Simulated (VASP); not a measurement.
# Pt (Fm-3m) in VASP: further runs

The runs below take Pt through single point, relaxation of cell and atoms, with LDA.

Everything below comes from runs of VASP 6.6.1. Logs are shortened: lines on timing, memory, paths and dates and some standing lists are left out, and cuts for length are marked.

### Step 1. The cell of the first run

Symmetry: Fm-3m, No. 225, cubic system. Conventional cell: a = 3.892 Å, b = 3.892 Å, c = 3.892 Å, α = 90.00°, β = 90.00°, γ = 90.00°. Within 3.6 Å of Pt (site symmetry m-3m) lie 12 Pt at 2.75 Å.

### Step 2. Single point, LDA

File INCAR:

```
PREC = Accurate
ENCUT = 520
EDIFF = 1E-6
ISMEAR = 0
SIGMA = 0.05
LREAL = F
LASPH = T
NELM = 80
ALGO = Normal
ISIF = 2
LWAVE = F
LCHARG = F
NBANDS = 11
```

File KPOINTS:

```
regular mesh
0
Gamma
  11 11 11
```

File POSCAR:

```
Pt
1.0
    0.0000000000      1.9460179739      1.9460179739
    1.9460179739      0.0000000000      1.9460179739
    1.9460179739      1.9460179739      0.0000000000
Pt
1
Direct
    0.0000000000      0.0000000000      0.0000000000
```

Potentials or basis: VASP PAW LDA potentials, release 64 (Pt).

Launch:

```console
cat potpaw_LDA.64/Pt/POTCAR > POTCAR
mpirun -np 1 vasp_std > vasp.out
```

OUTCAR:

```text
PREC = Accurate
   ENCUT = 520
   EDIFF = 1E-6
   ISMEAR = 0
   LREAL = F
   LASPH = T
   NELM = 80
   ISIF = 2

 ion  position               nearest neighbor table
   1  0.000  0.000  0.000-

  LATTYP: Found a face centered cubic cell.
 ALAT       =     3.8920359478

  Lattice vectors:

 A1 = (   0.0000000000,   1.9460179739,   1.9460179739)
 A2 = (   1.9460179739,   0.0000000000,   1.9460179739)
 A3 = (   1.9460179739,   1.9460179739,   0.0000000000)

Analysis of symmetry for initial positions (statically):
=====================================================================
 Subroutine PRICEL returns:
 Original cell was already a primitive cell.

 Routine SETGRP: Setting up the symmetry group for a
 face centered cubic supercell.

 Subroutine GETGRP returns: Found 48 space group operations
 (whereof 48 operations were pure point group operations)
 out of a pool of 48 trial point group operations.

The static configuration has the point symmetry O_h .

Analysis of symmetry for dynamics (positions and initial velocities):
=====================================================================
 Subroutine PRICEL returns:
 Original cell was already a primitive cell.

 Routine SETGRP: Setting up the symmetry group for a
 face centered cubic supercell.

 Subroutine GETGRP returns: Found 48 space group operations
 (whereof 48 operations were pure point group operations)
 out of a pool of 48 trial point group operations.

The dynamic configuration has the point symmetry O_h .

 Subroutine INISYM returns: Found 48 space group operations
 (whereof 48 operations are pure point group operations),
 and found     1 'primitive' translations

----------------------------------------------------------------------------------------

                                     Primitive cell

  volume of cell :      14.7391

  direct lattice vectors                    reciprocal lattice vectors
     0.000000000  1.946017974  1.946017974    -0.256934934  0.256934934  0.256934934
     1.946017974  0.000000000  1.946017974     0.256934934 -0.256934934  0.256934934
     1.946017974  1.946017974  0.000000000     0.256934934  0.256934934 -0.256934934

  length of vectors
     2.752085011  2.752085011  2.752085011     0.445024360  0.445024360  0.445024360

  position of ions in fractional coordinates (direct lattice)
     0.000000000  0.000000000  0.000000000

  ion indices of the primitive-cell ions
   primitive index   ion index
                 1           1

----------------------------------------------------------------------------------------

 KPOINTS: regular mesh

Automatic generation of k-mesh.
 Grid dimensions read from file:
 generate k-points for:   11   11   11

 Generating k-lattice:

  Cartesian coordinates                     Fractional coordinates (reciprocal lattice)
    -0.023357721  0.023357721  0.023357721     0.090909091  0.000000000  0.000000000
     0.023357721 -0.023357721  0.023357721     0.000000000  0.090909091  0.000000000
     0.023357721  0.023357721 -0.023357721     0.000000000  0.000000000  0.090909091

  Length of vectors
     0.040456760  0.040456760  0.040456760

  Shift w.r.t. Gamma in fractional coordinates (k-lattice)
     0.000000000  0.000000000  0.000000000

 Subroutine IBZKPT returns following result:
 ===========================================

 Found     56 irreducible k-points:

 Following reciprocal coordinates:
            Coordinates               Weight
  0.000000  0.000000  0.000000      1.000000
  0.090909  0.000000  0.000000      8.000000
  0.181818  0.000000  0.000000      8.000000
  0.272727  0.000000  0.000000      8.000000
  0.363636  0.000000  0.000000      8.000000
  0.454545  0.000000  0.000000      8.000000
[... 16 lines left out ...]
 -0.272727  0.181818  0.000000     24.000000
 -0.181818  0.181818  0.000000     12.000000
 [... further k-points ...]
   k-points           NKPTS =     56   k-points in BZ     NKDIM =     56   number of bands    NBANDS=     11
   number of dos      NEDOS =    301   number of ions     NIONS =      1
   total plane-waves  NPLWV =   8000
   dimension x,y,z NGX =    20 NGY =   20 NGZ =   20
   dimension x,y,z NGXF=    40 NGYF=   40 NGZF=   40
   ions per type =               1
   NGX,Y,Z   is equivalent  to a cutoff of  12.08, 12.08, 12.08 a.u.
   NGXF,Y,Z  is equivalent  to a cutoff of  24.16, 24.16, 24.16 a.u.
 SYSTEM =  unknown system
   PREC   = accura    normal or accurate (medium, high low for compatibility)
   ISTART =      0    job   : 0-new  1-cont  2-samecut
   ICHARG =      2    charge: 1-file 2-atom 10-const
   ISPIN  =      1    spin polarized calculation?
   LNONCOLLINEAR =      F non collinear calculations
   LSORBIT =      F    spin-orbit coupling
   LASPH  =      T    aspherical Exc in radial PAW
   ENCUT  =  520.0 eV  38.22 Ry    6.18 a.u.   5.12  5.12  5.12*2*pi/ulx,y,z
   NELM   =     80;   NELMIN=  2; NELMDL= -5     # of ELM steps
   EDIFF  = 0.1E-05   stopping-criterion for ELM
   LREAL  =      F    real-space projection
   EDIFFG = 0.1E-04   stopping-criterion for IOM
   NSW    =      0    number of steps for IOM
   IBRION =     -1    ionic relax: 0-MD 1-quasi-New 2-CG
   NFREE  =      0    steps in history (QN), initial steepest desc. (CG)
   ISIF   =      2    stress and relaxation
   ISYM   =      2    0-nonsym 1-usesym 2-fastsym
   POTIM  = 0.5000    time-step for ionic-motion
   TEBEG  =    0.0;   TEEND  =   0.0 temperature during run
   PSTRESS=    0.0 pullay stress
   NELECT =      10.0000    total number of electrons
   NUPDOWN=      -1.0000    fix difference up-down
   EMIN   =  10.00;   EMAX   =-10.00  energy-range for DOS
   EFERMI =   0.00;   METHOD = LEGACY
   ISMEAR =     0;   SIGMA  =   0.05  broadening in eV -4-tet -1-fermi 0-gaus
   EFERMI_NEDOS =   21; number of points for ismear=-14 and -15
   IALGO  =     38    algorithm
   IMIX   =      4    mixing-type and parameters
     AMIX     =   0.40;   BMIX     =  1.00
     AMIX_MAG =   1.60;   BMIX_MAG =  1.00
  volume/ion in A,a.u.               =      14.74        99.46
  Fermi-wavevector in a.u.,A,eV,Ry     =   1.438527  2.718422 28.155347  2.069360
  Thomas-Fermi vector in A             =   2.557484
   LORBIT       =      0    0 simple, 1 ext, 2 COOP (PROOUT), +10 PAW based schemes
   GGA     = CA    functional components
   LHFCALC =     F    Hartree Fock is set to
   AEXX    =    0.0000 exact exchange contribution
   IVDW    =     0    specifies the selected vdW correction
   LEPSILON=     F    determine dielectric tensor
   LRPA    =     F    only Hartree local field effects (RPA)
 non-spin polarized calculation
 Gauss-broadening in eV      SIGMA  =   0.05
  energy-cutoff  :      520.00
  volume of cell :       14.74
 maximum number of plane-waves:       411
   NGX = 11   NGY = 11   NGZ = 11

 number of electron      10.0000000 magnetization

 Free energy of the ion-electron system (eV)
  ---------------------------------------------------
  ext. energy  EPLUGINS =         0.00000000
  ---------------------------------------------------
  free energy    TOTEN  =        -7.51353757 eV

  energy without entropy =       -7.51051526  energy(sigma->0) =       -7.51202641

 E-fermi :  11.5295     XC(G=0): -13.8224

 val. band max:       11.5236234139   @ k =  -0.3636   0.3636   0.0909
 cond. band min:      11.5367562445   @ k =  -0.4545   0.1818   0.0000
 fundamental gap:      0.0131328305
 Fermi energy:        11.5295449337

 k-point     1 :       0.0000    0.0000    0.0000
  band No.  band energies     occupation
      1       1.0869      2.00000
      2       7.6186      2.00000
      3       7.6186      2.00000
      4       7.6186      2.00000
      5       9.8956      2.00000
      6       9.8956      2.00000
      7      26.1456      0.00000
      8      31.1995      0.00000
      9      31.1995      0.00000
     10      31.1995      0.00000
     11      36.7401      0.00000

 k-point     2 :       0.0909    0.0000    0.0000
  band No.  band energies     occupation
      1       1.4241      2.00000
      2       7.4716      2.00000
      3       7.7501      2.00000
      4       7.7501      2.00000
      5       9.8247      2.00000
      6       9.8247      2.00000
      7      26.6718      0.00000
      8      29.6960      0.00000
      9      31.7293      0.00000
     10      31.7293      0.00000
     11      38.2802      0.00000

 k-point     3 :       0.1818    0.0000    0.0000
  band No.  band energies     occupation
      1       2.3378      2.00000
      2       7.2109      2.00000
      3       7.9914      2.00000
      4       7.9914      2.00000
      5       9.7989      2.00000
      6       9.7989      2.00000
      7      27.1256      0.00000
      8      27.7985      0.00000
      9      33.1856      0.00000
     10      33.1856      0.00000
     11      36.3317      0.00000

 k-point     4 :       0.2727    0.0000    0.0000
  band No.  band energies     occupation
      1       3.4063      2.00000
      2       7.3977      2.00000
      3       7.9777      2.00000
      4       7.9777      2.00000
      5      10.2227      2.00000
      6      10.2227      2.00000
      7      24.2443      0.00000
      8      27.8162      0.00000
      9      34.5029      0.00000
     10      34.5029      0.00000
     11      35.4281      0.00000
[... 239 lines left out ...]
 k-point    22 :      -0.3636    0.1818    0.0000
  band No.  band energies     occupation
      1       5.0102      2.00000
      2       6.9846      2.00000
      3       8.1073      2.00000
      4       8.4108      2.00000
      5      10.7818      2.00000
      6      14.1267      0.00000
      7      19.2939      0.00000
      8      26.1852      0.00000
      9      28.5270      0.00000
     10      31.3208      0.00000
     11      37.0418      0.00000

 k-point    23 :      -0.2727    0.1818    0.0000
  band No.  band energies     occupation
      1       4.9390      2.00000
      2       6.9672      2.00000
      3       7.4433      2.00000
      4       8.5741      2.00000
      5       9.7783      2.00000
      6      12.7672      0.00000
      7      22.5320      0.00000
      8      26.6392      0.00000
      9      29.0962      0.00000
     10      34.0273      0.00000
     11      34.1789      0.00000

 k-point    24 :      -0.1818    0.1818    0.0000
  band No.  band energies     occupation
      1       4.0811      2.00000
      2       6.6730      2.00000
      3       7.8313      2.00000
      4       8.8421      2.00000
      5       8.9284      2.00000
      6      11.5002      1.59387
      7      25.1982      0.00000
      8      27.8814      0.00000
      9      30.6828      0.00000
     10      31.7653      0.00000
     11      36.4973      0.00000

 [... further k-points ...]
[... 5 lines left out ...]
  --------------------------------------------------------------------------------------
  -------------------------------------------------------------------------------------
  Total        0.0718158      0.0718158      0.0718158      0.0000000      0.0000000     -0.0000000
  in kB        7.8065666      7.8065666      7.8065666      0.0000000      0.0000000     -0.0000000
  external PRESSURE =       7.8065666 kB  Pullay stress =       0.0000000 kB

 VOLUME and BASIS-vectors are now :
 -----------------------------------------------------------------------------
  energy-cutoff  :      520.00
  volume of cell :       14.74
      direct lattice vectors                 reciprocal lattice vectors
     0.000000000  1.946017974  1.946017974    -0.256934934  0.256934934  0.256934934
     1.946017974  0.000000000  1.946017974     0.256934934 -0.256934934  0.256934934
     1.946017974  1.946017974  0.000000000     0.256934934  0.256934934 -0.256934934

 POSITION                                       TOTAL-FORCE (eV/Angst)
 -----------------------------------------------------------------------------------
      0.00000      0.00000      0.00000         0.000000      0.000000      0.000000
 -----------------------------------------------------------------------------------
    total drift:                               -0.000000     -0.000000     -0.000000

  FREE ENERGIE OF THE ION-ELECTRON SYSTEM (eV)
  ---------------------------------------------------
  free  energy   TOTEN  =        -7.5135375674 eV

  energy  without entropy=       -7.5105152621  energy(sigma->0) =       -7.51202641
```

It took 4.7 s on 1 thread of AMD EPYC 7R13 (Zen 3), shared host; peak memory 0.09 GiB.

Results:

* Free energy: -7.5135 eV
* Pressure: 0.8 GPa
* Band gap on the k mesh: zero (band 5 reaches 12.00 eV, above the bottom of band 6 at 9.80 eV)

Caveat: spin-orbit coupling is left out, which moves the levels of the heavy elements.

### Step 3. Relaxation of cell and atoms, LDA

This run uses another cell than the first one, of 15.08 Å³/atom, 1.023 times its volume.

File INCAR:

```
SYSTEM = Pt
ALGO = Normal
EDIFF = 1E-6
EDIFFG = -0.01
ENCUT = 600
GGA = CA
IBRION = 2
ISIF = 3
ISMEAR = 0
LASPH = .True.
LCHARG = .False.
LREAL = .False.
LWAVE = .False.
NELM = 80
NSW = 80
PREC = Accurate
SIGMA = 0.05
```

File KPOINTS:

```
k-points
0
Gamma
  11 11 11
  0 0 0
```

File POSCAR:

```
Pt
1.0
    0.0000000000      1.9609000000      1.9609000000
    1.9609000000      0.0000000000      1.9609000000
    1.9609000000      1.9609000000      0.0000000000
Pt
1
Direct
    0.0000000000      0.0000000000      0.0000000000
```

Potentials or basis: VASP PAW LDA potentials, release 64 (Pt).

Launch:

```console
cat potpaw_LDA.64/Pt/POTCAR > POTCAR
mpirun -np 1 vasp_std > vasp.out
```

Run time: 15 s. Hardware: 1 thread of AMD EPYC 7R13 (Zen 3), shared host; peak memory 0.12 GiB.

Results (log left out):

```yaml
Free_energy: -7.5138 eV
Relaxed_volume: 14.78 Å³/atom
Relaxed_cell: a = 2.755 Å, b = 2.755 Å, c = 2.755 Å, α = 60.00°, β = 60.00°, γ = 60.00°
Space_group_after_relaxing_to_0.05_Å: Fm-3m (No. 225)
Energy_gained_by_relaxing: 5.6 meV/atom
Ionic_steps: 4
Pressure_after_relaxing: 0.0 GPa
Band_gap_on_the_k_mesh: zero (band 5 reaches 11.94 eV, above the bottom of band 6 at 9.75 eV)
```

Step by step:
```csv
step,energy change (eV),largest force (eV/Å),pressure (GPa),volume (Å³)
1,0.0000,0.0000,-5.86,15.08
2,0.0510,0.0000,22.16,13.91
3,-0.0056,0.0000,-0.16,14.79
4,-0.0056,0.0000,-0.02,14.78
```

Final structure:
```xyz
1
Lattice="0.0000 1.9479 1.9479 1.9479 0.0000 1.9479 1.9479 1.9479 0.0000" Properties=species:S:1:pos:R:3 pbc="T T T"
Pt    1.9479    0.0000    1.9479
```

Levels at points of the mesh, in eV from the Fermi level:
| k point | band 1 | band 2 | band 3 | band 4 | band 5 | band 6 | band 7 | band 8 | band 9 |
| --- | --- | --- | --- | --- | --- | --- | --- | --- | --- |
| (0.00, 0.00, 0.00) | -10.41 | -3.89 | -3.89 | -3.89 | -1.63 | -1.63 | 14.63 | 19.66 | 19.66 |

Caveat: spin-orbit coupling is left out, which moves the levels of the heavy elements. Zero-point motion and thermal expansion aren't in these numbers.
